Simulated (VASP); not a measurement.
# AlAs (sol) (F-43m) in VASP: further runs

The runs below take AlAs (sol) through single point, relaxation of cell and atoms, with PBEsol.

All numbers are computed with VASP 6.6.1; they aren't measurements. Logs are shortened: lines on timing, memory, paths and dates and some standing lists are left out, and cuts for length are marked.

## 1. The cell of the first run

Symmetry: F-43m, No. 216, cubic system. The conventional cell has a = 5.661 Å, b = 5.661 Å, c = 5.661 Å, α = 90.00°, β = 90.00°, γ = 90.00°. Within 3.2 Å of Al (site symmetry -43m) lie 4 As at 2.45 Å. Within 3.2 Å of As (site symmetry -43m) lie 4 Al at 2.45 Å.

## 2. Single point, PBEsol

File INCAR:

```
PREC = Accurate
ENCUT = 500
EDIFF = 1E-6
ISMEAR = 0
SIGMA = 0.1
LREAL = False
LASPH = True
NELM = 120
ALGO = Normal
ISIF = 2
LWAVE = False
LCHARG = False
GGA = PS
NBANDS = 11
GGA_COMPAT = False
```

File KPOINTS:

```
regular mesh
0
Gamma
  6 6 6
```

File POSCAR:

```
AlAs
1.0
    0.0000000000      2.8305000000      2.8305000000
    2.8305000000      0.0000000000      2.8305000000
    2.8305000000      2.8305000000      0.0000000000
Al As
1 1
Direct
    0.0000000000      0.0000000000      0.0000000000
    0.2500000000      0.2500000000      0.2500000000
```

Potentials or basis: VASP PAW PBE potentials, release 64 (Al, As).

Started as:

```
cat potpaw_PBE.64/Al/POTCAR potpaw_PBE.64/As/POTCAR > POTCAR
mpirun -np 1 vasp_std > vasp.out
```

OUTCAR:

```text
PREC = Accurate
   ENCUT = 500
   EDIFF = 1E-6
   ISMEAR = 0
   LREAL = False
   LASPH = True
   NELM = 120
   ISIF = 2
   GGA = PS

 ion  position               nearest neighbor table
   1  0.000  0.000  0.000-   2 2.45   2 2.45   2 2.45   2 2.45
   2  0.250  0.250  0.250-   1 2.45   1 2.45   1 2.45   1 2.45

  LATTYP: Found a face centered cubic cell.
 ALAT       =     5.6610000000

  Lattice vectors:

 A1 = (   0.0000000000,   2.8305000000,   2.8305000000)
 A2 = (   2.8305000000,   0.0000000000,   2.8305000000)
 A3 = (   2.8305000000,   2.8305000000,   0.0000000000)

Analysis of symmetry for initial positions (statically):
=====================================================================
 Subroutine PRICEL returns:
 Original cell was already a primitive cell.

 Routine SETGRP: Setting up the symmetry group for a
 face centered cubic supercell.

 Subroutine GETGRP returns: Found 24 space group operations
 (whereof 24 operations were pure point group operations)
 out of a pool of 48 trial point group operations.

The static configuration has the point symmetry T_d .

Analysis of symmetry for dynamics (positions and initial velocities):
=====================================================================
 Subroutine PRICEL returns:
 Original cell was already a primitive cell.

 Routine SETGRP: Setting up the symmetry group for a
 face centered cubic supercell.

 Subroutine GETGRP returns: Found 24 space group operations
 (whereof 24 operations were pure point group operations)
 out of a pool of 48 trial point group operations.

The dynamic configuration has the point symmetry T_d .

 Subroutine INISYM returns: Found 24 space group operations
 (whereof 24 operations are pure point group operations),
 and found     1 'primitive' translations

----------------------------------------------------------------------------------------

                                     Primitive cell

  volume of cell :      45.3544

  direct lattice vectors                    reciprocal lattice vectors
     0.000000000  2.830500000  2.830500000    -0.176647235  0.176647235  0.176647235
     2.830500000  0.000000000  2.830500000     0.176647235 -0.176647235  0.176647235
     2.830500000  2.830500000  0.000000000     0.176647235  0.176647235 -0.176647235

  length of vectors
     4.002931488  4.002931488  4.002931488     0.305961987  0.305961987  0.305961987

  position of ions in fractional coordinates (direct lattice)
     0.000000000  0.000000000  0.000000000
     0.250000000  0.250000000  0.250000000

  ion indices of the primitive-cell ions
   primitive index   ion index
                 1           1
                 2           2

----------------------------------------------------------------------------------------

 KPOINTS: regular mesh

Automatic generation of k-mesh.
 Grid dimensions read from file:
 generate k-points for:    6    6    6

 Generating k-lattice:

  Cartesian coordinates                     Fractional coordinates (reciprocal lattice)
    -0.029441206  0.029441206  0.029441206     0.166666667  0.000000000  0.000000000
     0.029441206 -0.029441206  0.029441206     0.000000000  0.166666667  0.000000000
     0.029441206  0.029441206 -0.029441206     0.000000000  0.000000000  0.166666667

  Length of vectors
     0.050993664  0.050993664  0.050993664

  Shift w.r.t. Gamma in fractional coordinates (k-lattice)
     0.000000000  0.000000000  0.000000000

 Subroutine IBZKPT returns following result:
 ===========================================

 Found     16 irreducible k-points:

 Following reciprocal coordinates:
            Coordinates               Weight
  0.000000  0.000000  0.000000      1.000000
  0.166667  0.000000  0.000000      8.000000
  0.333333  0.000000  0.000000      8.000000
  0.500000  0.000000  0.000000      4.000000
  0.166667  0.166667  0.000000      6.000000
  0.333333  0.166667  0.000000     24.000000
[... 8 lines left out ...]
 -0.333333  0.333333  0.166667     24.000000
 -0.333333  0.500000  0.166667     12.000000
   k-points           NKPTS =     16   k-points in BZ     NKDIM =     16   number of bands    NBANDS=     11
   number of dos      NEDOS =    301   number of ions     NIONS =      2
   total plane-waves  NPLWV =  27000
   dimension x,y,z NGX =    30 NGY =   30 NGZ =   30
   dimension x,y,z NGXF=    60 NGYF=   60 NGZF=   60
   ions per type =               1   1
   NGX,Y,Z   is equivalent  to a cutoff of  12.46, 12.46, 12.46 a.u.
   NGXF,Y,Z  is equivalent  to a cutoff of  24.92, 24.92, 24.92 a.u.
 SYSTEM =  unknown system
   PREC   = accura    normal or accurate (medium, high low for compatibility)
   ISTART =      0    job   : 0-new  1-cont  2-samecut
   ICHARG =      2    charge: 1-file 2-atom 10-const
   ISPIN  =      1    spin polarized calculation?
   LNONCOLLINEAR =      F non collinear calculations
   LSORBIT =      F    spin-orbit coupling
   LASPH  =      T    aspherical Exc in radial PAW
   ENCUT  =  500.0 eV  36.75 Ry    6.06 a.u.   7.30  7.30  7.30*2*pi/ulx,y,z
   NELM   =    120;   NELMIN=  2; NELMDL= -5     # of ELM steps
   EDIFF  = 0.1E-05   stopping-criterion for ELM
   LREAL  =      F    real-space projection
   EDIFFG = 0.1E-04   stopping-criterion for IOM
   NSW    =      0    number of steps for IOM
   IBRION =     -1    ionic relax: 0-MD 1-quasi-New 2-CG
   NFREE  =      0    steps in history (QN), initial steepest desc. (CG)
   ISIF   =      2    stress and relaxation
   ISYM   =      2    0-nonsym 1-usesym 2-fastsym
   POTIM  = 0.5000    time-step for ionic-motion
   TEBEG  =    0.0;   TEEND  =   0.0 temperature during run
   PSTRESS=    0.0 pullay stress
   NELECT =       8.0000    total number of electrons
   NUPDOWN=      -1.0000    fix difference up-down
   EMIN   =  10.00;   EMAX   =-10.00  energy-range for DOS
   EFERMI =   0.00;   METHOD = LEGACY
   ISMEAR =     0;   SIGMA  =   0.10  broadening in eV -4-tet -1-fermi 0-gaus
   EFERMI_NEDOS =   21; number of points for ismear=-14 and -15
   IALGO  =     38    algorithm
   IMIX   =      4    mixing-type and parameters
     AMIX     =   0.40;   BMIX     =  1.00
     AMIX_MAG =   1.60;   BMIX_MAG =  1.00
  volume/ion in A,a.u.               =      22.68       153.03
  Fermi-wavevector in a.u.,A,eV,Ry     =   0.918118  1.734991 11.468895  0.842940
  Thomas-Fermi vector in A             =   2.043163
   LORBIT       =      0    0 simple, 1 ext, 2 COOP (PROOUT), +10 PAW based schemes
   GGA     = PS    functional components
   LHFCALC =     F    Hartree Fock is set to
   AEXX    =    0.0000 exact exchange contribution
   IVDW    =     0    specifies the selected vdW correction
   LEPSILON=     F    determine dielectric tensor
   LRPA    =     F    only Hartree local field effects (RPA)
 non-spin polarized calculation
 Gauss-broadening in eV      SIGMA  =   0.10
  energy-cutoff  :      500.00
  volume of cell :       45.35
 maximum number of plane-waves:      1167
 NGX is ok and might be reduce to    30
   NGX = 15   NGY = 15   NGZ = 15

 number of electron       8.0000000 magnetization

 Free energy of the ion-electron system (eV)
  ---------------------------------------------------
  ext. energy  EPLUGINS =         0.00000000
  ---------------------------------------------------
  free energy    TOTEN  =       -10.05238117 eV

  energy without entropy =      -10.05238117  energy(sigma->0) =      -10.05238117

 E-fermi :   4.2922     XC(G=0):  -9.1930

 val. band max:        3.8068263362   @ k =   0.0000   0.0000   0.0000
 cond. band min:       5.1216208231   @ k =   0.5000   0.5000   0.0000
 fundamental gap:      1.3147944869
 Fermi energy:         4.2922105641

 k-point     1 :       0.0000    0.0000    0.0000
  band No.  band energies     occupation
      1      -8.0799      2.00000
      2       3.8068      2.00000
      3       3.8068      2.00000
      4       3.8068      2.00000
      5       5.7843      0.00000
      6       8.0654      0.00000
      7       8.0654      0.00000
      8       8.0654      0.00000
      9      12.5136      0.00000
     10      12.7933      0.00000
     11      12.7933      0.00000

 k-point     2 :       0.1667    0.0000    0.0000
  band No.  band energies     occupation
      1      -7.8106      2.00000
      2       1.6894      2.00000
      3       3.5427      2.00000
      4       3.5427      2.00000
      5       6.5728      0.00000
      6       8.5015      0.00000
      7       8.5015      0.00000
      8       8.9456      0.00000
      9      11.9806      0.00000
     10      11.9806      0.00000
     11      13.3858      0.00000

 k-point     3 :       0.3333    0.0000    0.0000
  band No.  band energies     occupation
      1      -7.1281      2.00000
      2      -0.7147      2.00000
      3       3.1418      2.00000
      4       3.1418      2.00000
      5       6.1124      0.00000
      6       8.6236      0.00000
      7       8.6236      0.00000
      8      11.1880      0.00000
      9      12.7971      0.00000
     10      12.7971      0.00000
     11      13.0299      0.00000

 k-point     4 :       0.5000    0.0000    0.0000
  band No.  band energies     occupation
      1      -6.6515      2.00000
      2      -1.7987      2.00000
      3       2.9804      2.00000
      4       2.9804      2.00000
      5       5.8845      0.00000
      6       8.4339      0.00000
      7       8.4339      0.00000
      8      11.3807      0.00000
      9      14.8672      0.00000
     10      15.3069      0.00000
     11      15.3069      0.00000

 k-point     5 :       0.1667    0.1667    0.0000
  band No.  band energies     occupation
      1      -7.7196      2.00000
      2       1.7850      2.00000
      3       3.0162      2.00000
      4       3.0162      2.00000
      5       7.0331      0.00000
      6       7.6868      0.00000
      7       9.3990      0.00000
      8       9.3990      0.00000
      9      10.6438      0.00000
     10      13.2806      0.00000
     11      14.3352      0.00000
[... 99 lines left out ...]
 k-point    13 :       0.5000    0.5000    0.0000
  band No.  band energies     occupation
      1      -6.1001      2.00000
      2      -1.6391      2.00000
      3       1.6192      2.00000
      4       1.6192      2.00000
      5       5.1216      0.00000
      6       6.0203      0.00000
      7      14.0852      0.00000
      8      14.0852      0.00000
      9      15.4746      0.00000
     10      16.3503      0.00000
     11      16.3503      0.00000

 k-point    14 :       0.5000    0.3333    0.1667
  band No.  band energies     occupation
      1      -6.5998      2.00000
      2      -0.8481      2.00000
      3       1.0557      2.00000
      4       2.1423      2.00000
      5       7.3919      0.00000
      6       8.3052      0.00000
      7       8.8878      0.00000
      8      11.6866      0.00000
      9      13.0136      0.00000
     10      14.4426      0.00000
     11      16.7240      0.00000

 k-point    15 :      -0.3333    0.3333    0.1667
  band No.  band energies     occupation
      1      -6.2368      2.00000
      2      -1.3312      2.00000
      3       0.5973      2.00000
      4       1.7566      2.00000
      5       7.6592      0.00000
      6       8.3260      0.00000
      7      10.4681      0.00000
      8      11.1431      0.00000
      9      12.1098      0.00000
     10      15.2178      0.00000
     11      16.5543      0.00000

 k-point    16 :      -0.3333    0.5000    0.1667
  band No.  band energies     occupation
      1      -6.0756      2.00000
      2      -1.3950      2.00000
      3       0.8371      2.00000
      4       1.0836      2.00000
      5       6.8803      0.00000
      6       7.8611      0.00000
      7      10.8656      0.00000
      8      11.5812      0.00000
      9      14.3326      0.00000
     10      16.0948      0.00000
     11      16.3004      0.00000

------------------------ aborting loop because EDIFF is reached ----------------------------------------

  FORCE on cell =-STRESS in cart. coord.  units (eV):
  Direction    XX          YY          ZZ          XY          YZ          ZX
  --------------------------------------------------------------------------------------
  -------------------------------------------------------------------------------------
  Total        0.2346817      0.2346817      0.2346817     -0.0000000      0.0000000     -0.0000000
  in kB        8.2903024      8.2903024      8.2903024     -0.0000000      0.0000000     -0.0000000
  external PRESSURE =       8.2903024 kB  Pullay stress =       0.0000000 kB

 VOLUME and BASIS-vectors are now :
 -----------------------------------------------------------------------------
  energy-cutoff  :      500.00
  volume of cell :       45.35
      direct lattice vectors                 reciprocal lattice vectors
     0.000000000  2.830500000  2.830500000    -0.176647235  0.176647235  0.176647235
     2.830500000  0.000000000  2.830500000     0.176647235 -0.176647235  0.176647235
     2.830500000  2.830500000  0.000000000     0.176647235  0.176647235 -0.176647235

 POSITION                                       TOTAL-FORCE (eV/Angst)
 -----------------------------------------------------------------------------------
      0.00000      0.00000      0.00000        -0.000000     -0.000000     -0.000000
      1.41525      1.41525      1.41525         0.000000      0.000000      0.000000
 -----------------------------------------------------------------------------------
    total drift:                                0.000000      0.000000      0.000000

  FREE ENERGIE OF THE ION-ELECTRON SYSTEM (eV)
  ---------------------------------------------------
  free  energy   TOTEN  =       -10.0523811747 eV

  energy  without entropy=      -10.0523811747  energy(sigma->0) =      -10.05238117
```

Run time: 10 s. Hardware: 1 thread of Intel Xeon 6975P-C, shared host; peak memory 0.16 GiB.

What came out:

```yaml
Free_energy: -10.0524 eV
Pressure: 0.8 GPa
Band_gap_on_the_k_mesh: 1.31 eV, indirect (least direct gap 1.98 eV)
```

Levels at points of the mesh, in eV from the valence-band top:
```csv
k point,band 2,band 3,band 4,band 5,band 6,band 7
"(0.00, 0.00, 0.00)",0.00,0.00,0.00,1.98,4.26,4.26
"(0.50, 0.00, 0.00)",-5.61,-0.83,-0.83,2.08,4.63,4.63
"(0.50, 0.50, 0.00)",-5.45,-2.19,-2.19,1.31,2.21,10.28
```

Caveat: the PAW data sets were made with another functional, which shifts forces and pressure a little. A k mesh can miss the band edges.

(Continued in part 2 of 2.)
